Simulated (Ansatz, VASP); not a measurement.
## Two plane-wave programs on Cu

```
CELL_PARAMETERS angstrom
0.00000 1.78813 1.78813
1.78813 0.00000 1.78813
1.78813 1.78813 0.00000
ATOMIC_POSITIONS crystal
Cu 0.00000 0.00000 0.00000
```

Alike in both runs: task single point; functional r2SCAN; k mesh 15 × 15 × 15; occupations gaussian, width 0.2 eV; no spin polarisation.

```csv
,VASP,Ansatz
version,VASP 6.6.1,Ansatz 0.2.0
potentials or method,"VASP PAW PBE potentials, release 64 (Cu), cutoff 520 eV","plane waves (500 eV) with PAW, scalar-relativistic"
valence electrons in the cell,11,19
```

Ansatz gave:

```
pressure (GPa) : -0.1
```

Question: Estimate VASP's values.

Answer: Pressure (GPa): 0.5.

VASP's potentials were made for PBE, not for r2SCAN. The functional is the same, so the differences come from potentials, cutoffs and numerics. VASP's potentials hold 11 valence electrons a cell and Ansatz's 19, so a difference there can come from the potentials and not from the codes.
